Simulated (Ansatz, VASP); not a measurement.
Te2Mo: VASP beside Ansatz

```xyz
9
Lattice="3.4710 0.0000 0.0000 -1.7355 3.0060 0.0000 0.0000 0.0000 30.2065" Properties=species:S:1:pos:R:3 pbc="T T T"
Te    0.0000    0.0000   28.4097
Te    0.0000    2.0040   21.5340
Te    0.0000    2.0040    5.0824
Te    0.0000    2.0040   25.1242
Te    0.0000    2.0040    8.6725
Te    0.0000    0.0000    1.7968
Mo    0.0000    0.0000   23.3262
Mo    0.0000    0.0000    6.8804
Mo    0.0000    2.0040    0.0000
```

Alike in both runs: functional LDA; k mesh 12 × 12 × 1; occupations gaussian, width 0.02 eV; no spin polarisation.

Ansatz relaxed the structure, and its values are those at the end. VASP's run is a single point on that final structure, the one shown.

|  | VASP | Ansatz |
| --- | --- | --- |
| version | VASP 6.6.1 | Ansatz 0.2.0 |
| potentials or method | VASP PAW LDA potentials, release 64 (Te, Mo_sv), cutoff 520 eV | scalar-relativistic, plane waves, PAW |
| valence electrons in the cell | 78 | 138 |

VASP gave:

| Property | Result |
| --- | --- |
| gap on the k mesh at the Fermi level (eV) | 0.82 |
| least direct gap on the mesh (eV) | 1.15 |
| rms of the force components (eV/Å) | 0.027 |

Task: Which values does Ansatz return?

Result: gap on the k mesh at the Fermi level (eV): 0.83; least direct gap on the mesh (eV): 1.15; rms of the force components (eV/Å): 0.000.

LDA's correlation is that of Perdew and Zunger in VASP and of Perdew and Wang (1992) in Ansatz. VASP's potentials hold 78 valence electrons a cell and Ansatz's 138, so a difference there can come from the potentials and not from the codes.

Spin-orbit coupling is off throughout.
